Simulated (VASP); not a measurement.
# ZnCu2SnS4 (I-42m) in VASP: a series of runs

Runs on ZnCu2SnS4. Level: PBEsol+D3(BJ). Tasks: single point.

All numbers are computed with VASP 6.6.1; they aren't measurements. Logs are shortened: lines on timing, memory, paths and dates and some standing lists are left out, and cuts for length are marked.

## 1. The cell of the first run

Symmetry: I-42m, No. 121, tetragonal system. Conventional cell: a = 5.318 Å, b = 5.318 Å, c = 10.651 Å, α = 90.00°, β = 90.00°, γ = 90.00°. Within 3.2 Å of Sn (site symmetry -42m) lie 4 S at 2.43 Å. Zn (site symmetry -42m) has 4 S at 2.31 Å within 3.1 Å. Cu (site symmetry -4) has 4 S at 2.25 Å within 3.0 Å. Within 3.0 Å of S (site symmetry m) lie 2 Cu at 2.25 Å and 1 Zn at 2.31 Å and 1 Sn at 2.43 Å.

## 2. Single point, PBEsol+D3(BJ)

Contents of INCAR:

```
PREC = Accurate ; ENCUT = 520
EDIFF = 1E-6 ; ISMEAR = -1
SIGMA = 0.05 ; LREAL = F
LASPH = T ; NELM = 100
ALGO = Normal ; ISIF = 2
LWAVE = F ; LCHARG = T
GGA = PS ; IVDW = 12
LELF = T ; LVHAR = T
NBANDS = 46
```

Contents of KPOINTS:

```
Automatic mesh
0
Gamma
  7 7 7
```

Contents of POSCAR:

```
ZnCu2SnS4
1.0
   -2.6589842644      2.6589842644      5.3256977046
    2.6589842644     -2.6589842644      5.3256977046
    2.6589842644      2.6589842644     -5.3256977046
Sn Zn Cu S
1 1 2 4
Direct
    0.5000000000      0.5000000000      0.0000000000
    0.0000000000      0.0000000000      0.0000000000
    0.7500000000      0.2500000000      0.5000000000
    0.2500000000      0.7500000000      0.5000000000
    0.1050850652      0.1050850652      0.4801702018
    0.6249148635      0.6249148635      0.5198297982
    0.3750851365      0.8949149348      0.0000000000
    0.8949149348      0.3750851365      0.0000000000
```

Potentials or basis: VASP PAW PBE potentials, release 64 (Sn_d, Zn, Cu, S).

Command:

```console
$ cat potpaw_PBE.64/Sn_d/POTCAR potpaw_PBE.64/Zn/POTCAR potpaw_PBE.64/Cu/POTCAR potpaw_PBE.64/S/POTCAR > POTCAR
$ mpirun -np 1 vasp_std > vasp.out
```

OUTCAR:

```text
PREC = Accurate
   ENCUT = 520
   EDIFF = 1E-6
   ISMEAR = -1
   LREAL = F
   LASPH = T
   NELM = 100
   ISIF = 2
   GGA = PS
   IVDW = 12
 IVDW          = 12

 ion  position               nearest neighbor table
   1  0.500  0.500  0.000-   6 2.43   7 2.43   8 2.43   5 2.43
   2  0.000  0.000  0.000-   6 2.31   7 2.31   8 2.31   5 2.31
   3  0.750  0.250  0.500-   5 2.25   7 2.25   8 2.25   6 2.25
   4  0.250  0.750  0.500-   5 2.25   8 2.25   7 2.25   6 2.25
   5  0.105  0.105  0.480-   3 2.25   4 2.25   2 2.31   1 2.43
   6  0.625  0.625  0.520-   3 2.25   4 2.25   2 2.31   1 2.43
   7  0.375  0.895  0.000-   3 2.25   4 2.25   2 2.31   1 2.43
   8  0.895  0.375  0.000-   4 2.25   3 2.25   2 2.31   1 2.43

  LATTYP: Found a body centered tetragonal cell.
 ALAT       =     5.3179685288
 C/A-ratio  =     2.0029068152

  Lattice vectors:

 A1 = (  -2.6589842644,   2.6589842644,   5.3256977046)
 A2 = (   2.6589842644,  -2.6589842644,   5.3256977046)
 A3 = (   2.6589842644,   2.6589842644,  -5.3256977046)

Analysis of symmetry for initial positions (statically):
=====================================================================
 Subroutine PRICEL returns:
 Original cell was already a primitive cell.

 Routine SETGRP: Setting up the symmetry group for a
 body centered tetragonal supercell.

 Subroutine GETGRP returns: Found  8 space group operations
 (whereof  8 operations were pure point group operations)
 out of a pool of 16 trial point group operations.

The static configuration has the point symmetry D_2d.

Analysis of symmetry for dynamics (positions and initial velocities):
=====================================================================
 Subroutine PRICEL returns:
 Original cell was already a primitive cell.

 Routine SETGRP: Setting up the symmetry group for a
 body centered tetragonal supercell.

 Subroutine GETGRP returns: Found  8 space group operations
 (whereof  8 operations were pure point group operations)
 out of a pool of 16 trial point group operations.

The dynamic configuration has the point symmetry D_2d.

 Subroutine INISYM returns: Found  8 space group operations
 (whereof  8 operations are pure point group operations),
 and found     1 'primitive' translations

----------------------------------------------------------------------------------------

                                     Primitive cell

  volume of cell :     150.6149

  direct lattice vectors                    reciprocal lattice vectors
    -2.658984264  2.658984264  5.325697705     0.000000000  0.188041730  0.093884412
     2.658984264 -2.658984264  5.325697705     0.188041730  0.000000000  0.093884412
     2.658984264  2.658984264 -5.325697705     0.188041730  0.188041730  0.000000000

  length of vectors
     6.519467055  6.519467055  6.519467055     0.210176057  0.210176057  0.265931164

  position of ions in fractional coordinates (direct lattice)
     0.500000000  0.500000000  0.000000000
     0.000000000  0.000000000  0.000000000
     0.750000000  0.250000000  0.500000000
     0.250000000  0.750000000  0.500000000
     0.105085065  0.105085065  0.480170202
     0.624914864  0.624914864  0.519829798
     0.375085136  0.894914935  0.000000000
     0.894914935  0.375085136  0.000000000

  ion indices of the primitive-cell ions
   primitive index   ion index
                 1           1
                 2           2
                 3           3
                 4           4
                 5           5
                 6           6
                 7           7
                 8           8

----------------------------------------------------------------------------------------

 KPOINTS: Automatic mesh

Automatic generation of k-mesh.
 Grid dimensions read from file:
 generate k-points for:    7    7    7

 Generating k-lattice:

  Cartesian coordinates                     Fractional coordinates (reciprocal lattice)
     0.000000000  0.026863104  0.013412059     0.142857143  0.000000000  0.000000000
     0.026863104  0.000000000  0.013412059     0.000000000  0.142857143  0.000000000
     0.026863104  0.026863104  0.000000000     0.000000000  0.000000000  0.142857143

  Length of vectors
     0.030025151  0.030025151  0.037990166

  Shift w.r.t. Gamma in fractional coordinates (k-lattice)
     0.000000000  0.000000000  0.000000000

 Subroutine IBZKPT returns following result:
 ===========================================

 Found     40 irreducible k-points:

 Following reciprocal coordinates:
            Coordinates               Weight
  0.000000  0.000000  0.000000      1.000000
  0.142857  0.000000  0.000000      8.000000
  0.285714  0.000000 -0.000000      8.000000
  0.428571  0.000000  0.000000      8.000000
  0.142857  0.142857  0.000000      8.000000
  0.285714  0.142857  0.000000     16.000000
[... 16 lines left out ...]
 -0.142857  0.285714  0.142857      8.000000
 -0.428571  0.428571  0.142857      8.000000
 [... further k-points ...]
   k-points           NKPTS =     40   k-points in BZ     NKDIM =     40   number of bands    NBANDS=     46
   number of dos      NEDOS =    301   number of ions     NIONS =      8
   total plane-waves  NPLWV = 110592
   dimension x,y,z NGX =    48 NGY =   48 NGZ =   48
   dimension x,y,z NGXF=    96 NGYF=   96 NGZF=   96
   ions per type =               1   1   2   4
   NGX,Y,Z   is equivalent  to a cutoff of  12.24, 12.24, 12.24 a.u.
   NGXF,Y,Z  is equivalent  to a cutoff of  24.48, 24.48, 24.48 a.u.
 SYSTEM =  unknown system
   PREC   = accura    normal or accurate (medium, high low for compatibility)
   ISTART =      0    job   : 0-new  1-cont  2-samecut
   ICHARG =      2    charge: 1-file 2-atom 10-const
   ISPIN  =      1    spin polarized calculation?
   LNONCOLLINEAR =      F non collinear calculations
   LSORBIT =      F    spin-orbit coupling
   LASPH  =      T    aspherical Exc in radial PAW
   ENCUT  =  520.0 eV  38.22 Ry    6.18 a.u.  12.12 12.12 12.12*2*pi/ulx,y,z
   NELM   =    100;   NELMIN=  2; NELMDL= -5     # of ELM steps
   EDIFF  = 0.1E-05   stopping-criterion for ELM
   LREAL  =      F    real-space projection
   EDIFFG = 0.1E-04   stopping-criterion for IOM
   NSW    =      0    number of steps for IOM
   IBRION =     -1    ionic relax: 0-MD 1-quasi-New 2-CG
   NFREE  =      0    steps in history (QN), initial steepest desc. (CG)
   ISIF   =      2    stress and relaxation
   ISYM   =      2    0-nonsym 1-usesym 2-fastsym
   POTIM  = 0.5000    time-step for ionic-motion
   TEBEG  =    0.0;   TEEND  =   0.0 temperature during run
   PSTRESS=    0.0 pullay stress
   NELECT =      72.0000    total number of electrons
   NUPDOWN=      -1.0000    fix difference up-down
   EMIN   =  10.00;   EMAX   =-10.00  energy-range for DOS
   EFERMI =   0.00;   METHOD = LEGACY
   ISMEAR =    -1;   SIGMA  =   0.05  broadening in eV -4-tet -1-fermi 0-gaus
   EFERMI_NEDOS =   21; number of points for ismear=-14 and -15
   IALGO  =     38    algorithm
   IMIX   =      4    mixing-type and parameters
     AMIX     =   0.40;   BMIX     =  1.00
     AMIX_MAG =   1.60;   BMIX_MAG =  1.00
  volume/ion in A,a.u.               =      18.83       127.05
  Fermi-wavevector in a.u.,A,eV,Ry     =   1.280058  2.418959 22.293806  1.638549
  Thomas-Fermi vector in A             =   2.412508
   LORBIT       =      0    0 simple, 1 ext, 2 COOP (PROOUT), +10 PAW based schemes
   GGA     = PS    functional components
   LHFCALC =     F    Hartree Fock is set to
   AEXX    =    0.0000 exact exchange contribution
   IVDW    =    12    specifies the selected vdW correction
   LEPSILON=     F    determine dielectric tensor
   LRPA    =     F    only Hartree local field effects (RPA)
 non-spin polarized calculation
  energy-cutoff  :      520.00
  volume of cell :      150.61
 maximum number of plane-waves:      4077
   NGX = 25   NGY = 25   NGZ = 25

 number of electron      72.0000017 magnetization

 Free energy of the ion-electron system (eV)
  ---------------------------------------------------
  ext. energy  EPLUGINS =         0.00000000
  ---------------------------------------------------
  free energy    TOTEN  =       -35.76036607 eV

  energy without entropy =      -35.75947094  energy(sigma->0) =      -35.75991851

 E-fermi :   5.6184     XC(G=0): -10.3029

 val. band max:        5.6143536658   @ k =   0.0000   0.0000   0.0000
 cond. band min:       6.1277397708   @ k =   0.4286   0.4286   0.0000
 fundamental gap:      0.5133861050
 Fermi energy:         5.6183850338

 k-point     1 :       0.0000    0.0000    0.0000
  band No.  band energies     occupation
      1     -16.7897      2.00000
      2     -16.7897      2.00000
      3     -16.7755      2.00000
      4     -16.7030      2.00000
      5     -16.6892      2.00000
      6      -9.4436      2.00000
[... 38 lines left out ...]
     45      10.5894      0.00000
     46      12.2741      0.00000

 k-point     2 :       0.1429    0.0000    0.0000
  band No.  band energies     occupation
      1     -16.7898      2.00000
      2     -16.7897      2.00000
      3     -16.7756      2.00000
      4     -16.7030      2.00000
      5     -16.6890      2.00000
      6      -9.3656      2.00000
[... 38 lines left out ...]
     45      10.7234      0.00000
     46      11.5207      0.00000

 k-point     3 :       0.2857    0.0000   -0.0000
  band No.  band energies     occupation
      1     -16.7901      2.00000
      2     -16.7897      2.00000
      3     -16.7759      2.00000
      4     -16.7028      2.00000
      5     -16.6887      2.00000
      6      -9.1442      2.00000
[... 1018 lines left out ...]
     45      11.3091      0.00000
     46      11.7637      0.00000

 k-point    24 :      -0.4286    0.4286    0.1429
  band No.  band energies     occupation
      1     -16.7905      2.00000
      2     -16.7899      2.00000
      3     -16.7767      2.00000
      4     -16.7025      2.00000
      5     -16.6879      2.00000
      6      -8.5752      2.00000
[... 38 lines left out ...]
     45      11.2968      0.00000
     46      11.3723      0.00000

 [... further k-points ...]

------------------------ aborting loop because EDIFF is reached ----------------------------------------

 Edisp (eV)   -2.47070

 E8    (eV) :    -1.5498

  FORCE on cell =-STRESS in cart. coord.  units (eV):
  Direction    XX          YY          ZZ          XY          YZ          ZX
  --------------------------------------------------------------------------------------
  -------------------------------------------------------------------------------------
  Total       0.16329     0.16329     0.13408     0.00000     0.00000     0.00000
  in kB       1.73705     1.73705     1.42632     0.00000     0.00000     0.00000
  external pressure =        1.63 kB  Pullay stress =        0.00 kB

 VOLUME and BASIS-vectors are now :
 -----------------------------------------------------------------------------
  energy-cutoff  :      520.00
  volume of cell :      150.61
      direct lattice vectors                 reciprocal lattice vectors
    -2.658984264  2.658984264  5.325697705     0.000000000  0.188041730  0.093884412
     2.658984264 -2.658984264  5.325697705     0.188041730  0.000000000  0.093884412
     2.658984264  2.658984264 -5.325697705     0.188041730  0.188041730  0.000000000

 POSITION                                       TOTAL-FORCE (eV/Angst)
 -----------------------------------------------------------------------------------
      0.00000      0.00000      5.32570         0.000000      0.000000      0.000000
      0.00000      0.00000      0.00000         0.000000      0.000000     -0.000000
      0.00000      2.65898      2.66285         0.000000      0.000000     -0.000000
      2.65898      0.00000      2.66285         0.000000     -0.000000     -0.000000
      1.27677      1.27677     -1.43794         0.017647      0.017647      0.029717
      1.38222      1.38222      3.88776        -0.017647     -0.017647      0.029717
      1.38222     -1.38222      6.76364        -0.017647      0.017647     -0.029717
     -1.38222      1.38222      6.76364         0.017647     -0.017647     -0.029717
 -----------------------------------------------------------------------------------
    total drift:                               -0.000020     -0.000020     -0.000012

  FREE ENERGIE OF THE ION-ELECTRON SYSTEM (eV)
  ---------------------------------------------------
  free  energy   TOTEN  =       -38.2310620529 eV

  energy  without entropy=      -38.2301669273  energy(sigma->0) =      -38.23061449
```

Run time: 3.7 min. Hardware: 1 thread of Intel Xeon 6975P-C (Granite Rapids), shared host; peak memory 0.49 GiB.

Results:

```
Free energy                : -38.2311 eV
Pressure                   : 0.2 GPa
Largest force              : 0.039 eV/Å
Band gap on the k mesh     : 0.10 eV
Dispersion energy per atom : -0.309 eV
```

Forces on the atoms (eV/Å):
```
Sn   0.000  0.000  0.000
Zn   0.000  0.000  0.000
Cu   0.000  0.000  0.000
Cu   0.000  0.000  0.000
S    0.018  0.018  0.030
S   -0.018 -0.018  0.030
S   -0.018  0.018 -0.030
S    0.018 -0.018 -0.030
```

Caveat: the smearing spreads over this small gap; semilocal functionals underestimate gaps, and a narrow one can read as zero; the PAW data sets were made with another functional, which shifts forces and pressure a little; spin-orbit coupling is left out, which moves the levels of the heavy elements.

(Continued in part 2 of 2.)

The gap in the log of VASP goes by the Fermi energy; the results here count the filled bands.